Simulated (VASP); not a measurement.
# Cs (Im-3m) in VASP: further runs

Runs on Cs. Level: PBE. Tasks: single point.

All numbers are computed with VASP 6.6.1; they aren't measurements. Logs are shortened: lines on timing, memory, paths and dates and some standing lists are left out, and cuts for length are marked.

## Step 1: The cell of the first run

The structure is cubic, space group Im-3m (No. 229). Conventional cell: a = 6.001 Å, b = 6.001 Å, c = 6.001 Å, α = 90.00°, β = 90.00°, γ = 90.00°.

## Step 2: Single point, PBE (volume scaled by 0.920)

INCAR

```
SYSTEM = Cs
PREC     = Accurate       ! precision mode
ENCUT    = 520            ! plane-wave cutoff, eV
EDIFF    = 1E-6           ! SCF threshold, eV
ISMEAR   = 0              ! smearing method
SIGMA    = 0.05           ! smearing width, eV
LREAL    = .FALSE.        ! projectors in reciprocal space
LASPH    = .TRUE.         ! aspherical terms in the spheres
NELM     = 80             ! most SCF steps
ALGO     = Fast           ! electronic algorithm
ISIF     = 2              ! what is computed and relaxed
LWAVE    = .FALSE.        ! write WAVECAR
LCHARG   = .TRUE.         ! write CHGCAR
GGA      = PE             ! functional
LELF     = .TRUE.         ! ELF
LVHAR    = .TRUE.       
NBANDS   = 10             ! bands
```

KPOINTS

```
Automatic mesh
0
G
  10 10 10
  0 0 0
```

POSCAR

```
Cs
1.0
   -3.0004608358      3.0004608358      3.0004608358
    3.0004608358     -3.0004608358      3.0004608358
    3.0004608358      3.0004608358     -3.0004608358
Cs
1
Direct
    0.0000000000      0.0000000000      0.0000000000
```

Potentials or basis: VASP PAW PBE potentials, release 64 (Cs_sv).

The run is started by

```bash
cat potpaw_PBE.64/Cs_sv/POTCAR > POTCAR
mpirun -np 1 vasp_std > vasp.out
```

OUTCAR:

```text
SYSTEM = Cs
   PREC = Accurate
   ENCUT = 520
   EDIFF = 1E-6
   ISMEAR = 0
   LREAL = .FALSE.
   LASPH = .TRUE.
   NELM = 80
   ISIF = 2
   GGA = PE

 ion  position               nearest neighbor table
   1  0.000  0.000  0.000-

  LATTYP: Found a body centered cubic cell.
 ALAT       =     6.0009216716

  Lattice vectors:

 A1 = (  -3.0004608358,   3.0004608358,   3.0004608358)
 A2 = (   3.0004608358,  -3.0004608358,   3.0004608358)
 A3 = (   3.0004608358,   3.0004608358,  -3.0004608358)

Analysis of symmetry for initial positions (statically):
=====================================================================
 Subroutine PRICEL returns:
 Original cell was already a primitive cell.

 Routine SETGRP: Setting up the symmetry group for a
 body centered cubic supercell.

 Subroutine GETGRP returns: Found 48 space group operations
 (whereof 48 operations were pure point group operations)
 out of a pool of 48 trial point group operations.

The static configuration has the point symmetry O_h .

Analysis of symmetry for dynamics (positions and initial velocities):
=====================================================================
 Subroutine PRICEL returns:
 Original cell was already a primitive cell.

 Routine SETGRP: Setting up the symmetry group for a
 body centered cubic supercell.

 Subroutine GETGRP returns: Found 48 space group operations
 (whereof 48 operations were pure point group operations)
 out of a pool of 48 trial point group operations.

The dynamic configuration has the point symmetry O_h .

 Subroutine INISYM returns: Found 48 space group operations
 (whereof 48 operations are pure point group operations),
 and found     1 'primitive' translations

----------------------------------------------------------------------------------------

                                     Primitive cell

  volume of cell :     108.0498

  direct lattice vectors                    reciprocal lattice vectors
    -3.000460836  3.000460836  3.000460836     0.000000000  0.166641069  0.166641069
     3.000460836 -3.000460836  3.000460836     0.166641069  0.000000000  0.166641069
     3.000460836  3.000460836 -3.000460836     0.166641069  0.166641069  0.000000000

  length of vectors
     5.196950614  5.196950614  5.196950614     0.235666059  0.235666059  0.235666059

  position of ions in fractional coordinates (direct lattice)
     0.000000000  0.000000000  0.000000000

  ion indices of the primitive-cell ions
[... 79 lines left out ...]
   NFREE  =      0    steps in history (QN), initial steepest desc. (CG)
   ISIF   =      2    stress and relaxation
   ISYM   =      2    0-nonsym 1-usesym 2-fastsym
   POTIM  = 0.5000    time-step for ionic-motion
   TEBEG  =    0.0;   TEEND  =   0.0 temperature during run
   PSTRESS=    0.0 pullay stress
   NELECT =       9.0000    total number of electrons
   NUPDOWN=      -1.0000    fix difference up-down
   EMIN   =  10.00;   EMAX   =-10.00  energy-range for DOS
   EFERMI =   0.00;   METHOD = LEGACY
   ISMEAR =     0;   SIGMA  =   0.05  broadening in eV -4-tet -1-fermi 0-gaus
   EFERMI_NEDOS =   21; number of points for ismear=-14 and -15
   IALGO  =     68    algorithm
   IMIX   =      4    mixing-type and parameters
     AMIX     =   0.40;   BMIX     =  1.00
     AMIX_MAG =   1.60;   BMIX_MAG =  1.00
  volume/ion in A,a.u.               =     108.05       729.16
  Fermi-wavevector in a.u.,A,eV,Ry     =   0.714959  1.351076  6.954838  0.511166
  Thomas-Fermi vector in A             =   1.802995
   LORBIT       =      0    0 simple, 1 ext, 2 COOP (PROOUT), +10 PAW based schemes
   GGA     = PE    functional components
   LHFCALC =     F    Hartree Fock is set to
   AEXX    =    0.0000 exact exchange contribution
   IVDW    =     0    specifies the selected vdW correction
   LEPSILON=     F    determine dielectric tensor
   LRPA    =     F    only Hartree local field effects (RPA)
 non-spin polarized calculation
 RMM-DIIS sequential band-by-band and
 Gauss-broadening in eV      SIGMA  =   0.05
  energy-cutoff  :      520.00
  volume of cell :      108.05
 maximum number of plane-waves:      2927
   NGX = 19   NGY = 19   NGZ = 19

 number of electron       8.9999998 magnetization

 Free energy of the ion-electron system (eV)
  ---------------------------------------------------
  ext. energy  EPLUGINS =         0.00000000
  ---------------------------------------------------
  free energy    TOTEN  =        -0.84252370 eV

  energy without entropy =       -0.83914661  energy(sigma->0) =       -0.84083515

 E-fermi :   0.6279     XC(G=0):  -5.5661

 val. band max:        0.6236116392   @ k =   0.5000   0.0000   0.0000
 cond. band min:       0.6327275443   @ k =   0.4000   0.1000  -0.0000
 fundamental gap:      0.0091159050
 Fermi energy:         0.6279287911

 k-point     1 :       0.0000    0.0000    0.0000
  band No.  band energies     occupation
      1     -23.2092      2.00000
      2      -9.9417      2.00000
      3      -9.9417      2.00000
      4      -9.9417      2.00000
      5      -1.1268      2.00000
      6       3.1444      0.00000
      7       3.1444      0.00000
      8       3.1444      0.00000
      9       4.0491      0.00000
     10       4.0491      0.00000
[... 287 lines left out ...]
 k-point    24 :      -0.3000    0.3000    0.1000
  band No.  band energies     occupation
      1     -23.2025      2.00000
      2     -10.0520      2.00000
      3      -9.9842      2.00000
      4      -9.9547      2.00000
      5      -0.0800      2.00000
      6       2.1235      0.00000
      7       2.5747      0.00000
      8       3.4189      0.00000
      9       4.1371      0.00000
     10       4.4323      0.00000

 [... further k-points ...]

------------------------ aborting loop because EDIFF is reached ----------------------------------------

  FORCE on cell =-STRESS in cart. coord.  units (eV):
  Direction    XX          YY          ZZ          XY          YZ          ZX
  --------------------------------------------------------------------------------------
  -------------------------------------------------------------------------------------
  Total        0.1105554      0.1105554      0.1105554     -0.0000000      0.0000000     -0.0000000
  in kB        1.6393311      1.6393311      1.6393311     -0.0000000      0.0000000     -0.0000000
  external PRESSURE =       1.6393311 kB  Pullay stress =       0.0000000 kB

 VOLUME and BASIS-vectors are now :
 -----------------------------------------------------------------------------
  energy-cutoff  :      520.00
  volume of cell :      108.05
      direct lattice vectors                 reciprocal lattice vectors
    -3.000460836  3.000460836  3.000460836     0.000000000  0.166641069  0.166641069
     3.000460836 -3.000460836  3.000460836     0.166641069  0.000000000  0.166641069
     3.000460836  3.000460836 -3.000460836     0.166641069  0.166641069  0.000000000

 POSITION                                       TOTAL-FORCE (eV/Angst)
 -----------------------------------------------------------------------------------
      0.00000      0.00000      0.00000        -0.000000      0.000000      0.000000
 -----------------------------------------------------------------------------------
    total drift:                               -0.000000     -0.000000     -0.000000

  FREE ENERGIE OF THE ION-ELECTRON SYSTEM (eV)
  ---------------------------------------------------
  free  energy   TOTEN  =        -0.8425236967 eV

  energy  without entropy=       -0.8391466068  energy(sigma->0) =       -0.84083515
```

OSZICAR:

```text
N       E                     dE             d eps       ncg     rms          rms(c)
DAV:   1     0.533518333527E+02    0.53352E+02   -0.29607E+03   940   0.634E+02
DAV:   2     0.440144886303E+01   -0.48950E+02   -0.47845E+02  1274   0.106E+02
DAV:   3    -0.769080256258E+00   -0.51705E+01   -0.51622E+01  1088   0.412E+01
DAV:   4    -0.841321517890E+00   -0.72241E-01   -0.72231E-01  1212   0.578E+00
DAV:   5    -0.841644783599E+00   -0.32327E-03   -0.32326E-03  1264   0.353E-01    0.133E-01
RMM:   6    -0.841728217603E+00   -0.83434E-04   -0.11717E-03   977   0.175E-01    0.891E-02
RMM:   7    -0.842438798412E+00   -0.71058E-03   -0.38117E-03   997   0.308E-01    0.394E-02
RMM:   8    -0.842522403816E+00   -0.83605E-04   -0.18079E-04  1199   0.858E-02    0.639E-03
RMM:   9    -0.842523722795E+00   -0.13190E-05   -0.39336E-05  1276   0.321E-02    0.197E-03
RMM:  10    -0.842523696686E+00    0.26109E-07   -0.61352E-06  1301   0.134E-02
   1 F= -.84252370E+00 E0= -.84083515E+00  d E =-.337709E-02
```

Wall time 15 s (1 thread of Intel Xeon 6975P-C (Granite Rapids), shared host); peak memory 0.25 GiB.

Results:

- Free energy: -0.8425 eV
- Pressure: 0.2 GPa

Levels at points of the mesh, in eV from the Fermi level:
```csv
k point,band 1,band 2,band 3,band 4,band 5,band 6,band 7,band 8
"(0.00, 0.00, 0.00)",-23.84,-10.57,-10.57,-10.57,-1.75,2.52,2.52,2.52
"(0.50, 0.00, 0.00)",-23.83,-10.74,-10.63,-10.57,0.00,0.93,1.62,3.28
"(0.50, 0.50, 0.50)",-23.82,-10.69,-10.69,-10.69,0.58,0.58,3.16,3.16
```

Caveat: the cell differs from its parent crystal (volume scaled by 0.920); spin-orbit coupling is left out, which moves the levels of the heavy elements.

## Step 3: Single point, PBE (volume scaled by 0.960)

INCAR

```
PREC = Accurate
ENCUT = 520
EDIFF = 1E-7
ISMEAR = 0
SIGMA = 0.05
LREAL = False
LASPH = True
NELM = 80
ALGO = Fast
ISIF = 2
LWAVE = False
LCHARG = True
GGA = PE
LELF = True
LVHAR = True
NBANDS = 10
```

KPOINTS

```
regular mesh
0
Gamma
  10 10 10
```

POSCAR

```
Cs
1.0
   -3.0433303540      3.0433303540      3.0433303540
    3.0433303540     -3.0433303540      3.0433303540
    3.0433303540      3.0433303540     -3.0433303540
Cs
1
Direct
    0.0000000000      0.0000000000      0.0000000000
```

Potentials or basis: VASP PAW PBE potentials, release 64 (Cs_sv).

The run is started by

```bash
cat potpaw_PBE.64/Cs_sv/POTCAR > POTCAR
mpirun -np 1 vasp_std > vasp.out
```

OUTCAR:

```text
PREC = Accurate
   ENCUT = 520
   EDIFF = 1E-7
   ISMEAR = 0
   LREAL = False
   LASPH = True
   NELM = 80
   ISIF = 2
   GGA = PE

 ion  position               nearest neighbor table
   1  0.000  0.000  0.000-

  LATTYP: Found a body centered cubic cell.
 ALAT       =     6.0866607080

  Lattice vectors:

 A1 = (  -3.0433303540,   3.0433303540,   3.0433303540)
 A2 = (   3.0433303540,  -3.0433303540,   3.0433303540)
 A3 = (   3.0433303540,   3.0433303540,  -3.0433303540)

Analysis of symmetry for initial positions (statically):
=====================================================================
 Subroutine PRICEL returns:
 Original cell was already a primitive cell.

 Routine SETGRP: Setting up the symmetry group for a
 body centered cubic supercell.

 Subroutine GETGRP returns: Found 48 space group operations
 (whereof 48 operations were pure point group operations)
 out of a pool of 48 trial point group operations.

The static configuration has the point symmetry O_h .

Analysis of symmetry for dynamics (positions and initial velocities):
[... 164 lines left out ...]

 k-point     1 :       0.0000    0.0000    0.0000
  band No.  band energies     occupation
      1     -23.3432      2.00000
      2     -10.0832      2.00000
      3     -10.0832      2.00000
      4     -10.0832      2.00000
      5      -1.1946      2.00000
      6       3.0081      0.00000
      7       3.0081      0.00000
      8       3.0081      0.00000
      9       3.8807      0.00000
     10       3.8807      0.00000
[... 287 lines left out ...]
 k-point    24 :      -0.3000    0.3000    0.1000
  band No.  band energies     occupation
      1     -23.3378      2.00000
      2     -10.1785      2.00000
      3     -10.1203      2.00000
      4     -10.0944      2.00000
      5      -0.1843      2.00000
      6       2.0062      0.00000
      7       2.4556      0.00000
      8       3.2680      0.00000
      9       3.9561      0.00000
     10       4.2421      0.00000

 [... further k-points ...]

------------------------ aborting loop because EDIFF is reached ----------------------------------------

  FORCE on cell =-STRESS in cart. coord.  units (eV):
  Direction    XX          YY          ZZ          XY          YZ          ZX
  --------------------------------------------------------------------------------------
  -------------------------------------------------------------------------------------
  Total        0.0513169      0.0513169      0.0513169      0.0000000      0.0000000      0.0000000
  in kB        0.7292288      0.7292288      0.7292288      0.0000000      0.0000000      0.0000000
  external PRESSURE =       0.7292288 kB  Pullay stress =       0.0000000 kB

 VOLUME and BASIS-vectors are now :
 -----------------------------------------------------------------------------
  energy-cutoff  :      520.00
  volume of cell :      112.75
      direct lattice vectors                 reciprocal lattice vectors
    -3.043330354  3.043330354  3.043330354     0.000000000  0.164293699  0.164293699
     3.043330354 -3.043330354  3.043330354     0.164293699  0.000000000  0.164293699
     3.043330354  3.043330354 -3.043330354     0.164293699  0.164293699  0.000000000

 POSITION                                       TOTAL-FORCE (eV/Angst)
 -----------------------------------------------------------------------------------
      0.00000      0.00000      0.00000         0.000000      0.000000      0.000000
 -----------------------------------------------------------------------------------
    total drift:                               -0.000000      0.000000     -0.000000

  FREE ENERGIE OF THE ION-ELECTRON SYSTEM (eV)
  ---------------------------------------------------
  free  energy   TOTEN  =        -0.8462679192 eV

  energy  without entropy=       -0.8428256442  energy(sigma->0) =       -0.84454678
```

Run time: 20 s. Hardware: 1 thread of Intel Xeon 6975P-C (Granite Rapids), shared host; peak memory 0.25 GiB.

What came out:

```
Free energy : -0.8463 eV
Pressure    : 0.1 GPa
```

Levels at points of the mesh, in eV from the Fermi level:
| k point | band 1 | band 2 | band 3 | band 4 | band 5 | band 6 | band 7 | band 8 | band 9 |
| --- | --- | --- | --- | --- | --- | --- | --- | --- | --- |
| (0.00, 0.00, 0.00) | -23.86 | -10.60 | -10.60 | -10.60 | -1.71 | 2.49 | 2.49 | 2.49 | 3.36 |
| (0.50, 0.00, 0.00) | -23.85 | -10.75 | -10.65 | -10.60 | 0.01 | 0.88 | 1.63 | 3.21 | 3.82 |
| (0.50, 0.50, 0.50) | -23.85 | -10.71 | -10.71 | -10.71 | 0.62 | 0.62 | 3.05 | 3.05 | 3.05 |

Caveat: the cell differs from its parent crystal (volume scaled by 0.960); spin-orbit coupling is left out, which moves the levels of the heavy elements.

## Step 4: Single point, PBE

This run uses another cell than the first one, of 117.45 Å³/atom, 1.087 times its volume.

INCAR

```
PREC     = Accurate       # precision mode
ENCUT    = 520            # plane-wave cutoff, eV
EDIFF    = 1E-6           # SCF threshold, eV
ISMEAR   = 0              # smearing method
SIGMA    = 0.05           # smearing width, eV
LREAL    = False          # projectors in reciprocal space
LASPH    = True           # aspherical terms in the spheres
NELM     = 80             # most SCF steps
ALGO     = Normal         # electronic algorithm
ISIF     = 2              # what is computed and relaxed
LWAVE    = False          # write WAVECAR
LCHARG   = False          # write CHGCAR
GGA      = PE             # functional
NBANDS   = 10             # bands
```

KPOINTS

```
Automatic mesh
0
Gamma
  10 10 10
```

POSCAR

```
Cs
1.0
   -3.0850249920      3.0850249920      3.0850249920
    3.0850249920     -3.0850249920      3.0850249920
    3.0850249920      3.0850249920     -3.0850249920
Cs
1
Direct
    0.0000000000      0.0000000000      0.0000000000
```

The run is started by

```bash
cat potpaw_PBE.64/Cs_sv/POTCAR > POTCAR
mpirun -np 1 vasp_std > vasp.out
```

It took 14 s on 1 thread of Intel Xeon 6975P-C (Granite Rapids), shared host; peak memory 0.25 GiB.

The run converged. Its results:

| Property | Result |
| --- | --- |
| Free energy | -0.8474 eV |
| Pressure | 0.0 GPa |

Levels at points of the mesh, in eV from the Fermi level:
```
           k point  band 1  band 2  band 3  band 4  band 5  band 6  band 7  band 8  band 9
(0.00, 0.00, 0.00)  -23.88  -10.63  -10.63  -10.63   -1.67    2.47    2.47    2.47    3.31
(0.50, 0.00, 0.00)  -23.88  -10.76  -10.67  -10.63    0.03    0.84    1.63    3.14    3.75
(0.50, 0.50, 0.50)  -23.87  -10.72  -10.72  -10.72    0.65    0.65    2.94    2.94    2.94
```

Caveat: spin-orbit coupling is left out, which moves the levels of the heavy elements.

(Continued in part 2 of 2.)
